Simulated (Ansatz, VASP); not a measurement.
## One calculation of SnO2, two programs

File INCAR:

```
SYSTEM = SnO2
PREC = Accurate
ENCUT = 600
EDIFF = 1E-6
ISMEAR = 0
SIGMA = 0.01
LREAL = .FALSE.
LASPH = .TRUE.
NELM = 120
ALGO = Normal
ISIF = 2
LWAVE = .FALSE.
LCHARG = .TRUE.
GGA = PE
LELF = .TRUE.
LVHAR = .TRUE.
NBANDS = 35
GGA_COMPAT = .FALSE.
```

KPOINTS

```
regular mesh
0
G
  2 2 2
  0 0 0
```

File POSCAR:

```
SnO2
1.0
   -1.9996340854      1.9996340854      5.1012674953
    1.9996340854     -1.9996340854      5.1012674953
    1.9996340854      1.9996340854     -5.1012674953
Sn O
2 4
Direct
    0.7500000000      0.2500000000      0.5000000000
    0.0000000000      0.0000000000      0.0000000000
    0.5463402343      0.0463402343      0.5000000000
    0.7963402343      0.7963402343      0.0000000000
    0.2036597657      0.2036597657      0.0000000000
    0.9536597657      0.4536597657      0.5000000000
```

Input for Ansatz:

```yaml
crystal:
  lattice:
    - [-1.9996340854, 1.9996340854, 5.1012674953]
    - [1.9996340854, -1.9996340854, 5.1012674953]
    - [1.9996340854, 1.9996340854, -5.1012674953]
  atoms:
    - { symbol: Sn, position: [0.75, 0.25, 0.5] }
    - { symbol: Sn, position: [0.0, 0.0, 0.0] }
    - { symbol: O, position: [0.5463402343, 0.0463402343, 0.5] }
    - { symbol: O, position: [0.7963402343, 0.7963402343, 0.0] }
    - { symbol: O, position: [0.2036597657, 0.2036597657, 0.0] }
    - { symbol: O, position: [0.9536597657, 0.4536597657, 0.5] }
kpoints:
  mp_grid: { grid: [2, 2, 2] }
hamiltonian:
  xc: pbe
scf:
  occupations: { method: fixed }
  n_extra_bands: 5
output:
  forces: true
  stress: true
  eigenvalues: true
```

Alike in both runs: task single point; functional PBE; k mesh 2 × 2 × 2; no spin polarisation.

|  | VASP | Ansatz |
| --- | --- | --- |
| version | VASP 6.6.1 | Ansatz 0.2.0 |
| potentials or method | VASP PAW PBE potentials, release 64 (Sn_d, O) | plane waves |
| plane-wave cutoff (eV) | 600 | 420 |
| occupations | gaussian, width 0.01 eV | fixed |
| valence electrons in the cell | 52 | 52 |

```csv
,VASP,Ansatz,Ansatz less VASP
gap on the k mesh at the Fermi level (eV),1.74,1.75,+0.010
pressure (GPa),7.0,6.6,-0.43
"traceless stress, the component that is largest in VASP (GPa)",0.52,0.34,-0.184
rms of the force components (eV/Å),0.071,0.059,-0.0117
```

Atom by atom the forces differ by 0.012 eV/Å (rms over components).

The k mesh is coarse, so the values compare programs but aren't converged.
